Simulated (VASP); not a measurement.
Input of a VASP 6.6.1 run:

Contents of INCAR:

```
PREC     = Accurate       # precision mode
ENCUT    = 520            # plane-wave cutoff, eV
EDIFF    = 1E-6           # SCF threshold, eV
ISMEAR   = -1             # smearing method
SIGMA    = 0.1            # smearing width, eV
LREAL    = False          # projectors in reciprocal space
LASPH    = True           # aspherical terms in the spheres
NELM     = 60             # most SCF steps
ALGO     = Normal         # electronic algorithm
ISIF     = 2              # what is computed and relaxed
LWAVE    = False          # write WAVECAR
LCHARG   = False          # write CHGCAR
GGA      = RP             # functional
ISYM     = 0            
NBANDS   = 17             # bands
```

Contents of KPOINTS:

```
Automatic mesh
0
Gamma
  12 12 8
```

POSCAR

```
Hf
1.0
   -3.3846257184      3.8454646379      1.5047332103
    3.8454646379     -3.3846257184      1.5047332103
    2.1519282362      2.1519282362     -0.6607058852
Hf
2
Direct
    0.0203994554      0.9796005446      0.0000000000
    0.7296005446      0.2703994554      0.5000000000
```

Potentials or basis: VASP PAW PBE potentials, release 64 (Hf_pv).

Run with:

```bash
$ cat potpaw_PBE.64/Hf_pv/POTCAR > POTCAR
$ mpirun -np 1 vasp_std > vasp.out
```

(1) What does it give for the band gap on the k mesh?

(2) Estimate the largest force.

(3) Estimate the pressure.

Results:

(1) zero (band 10 reaches 4.70 eV, above the bottom of band 11 at 3.71 eV).

(2) 0.045 eV/Å.

(3) -0.4 GPa.

Caveat: the PAW data sets were made with another functional, which shifts forces and pressure a little; spin-orbit coupling is left out, which moves the levels of the heavy elements.
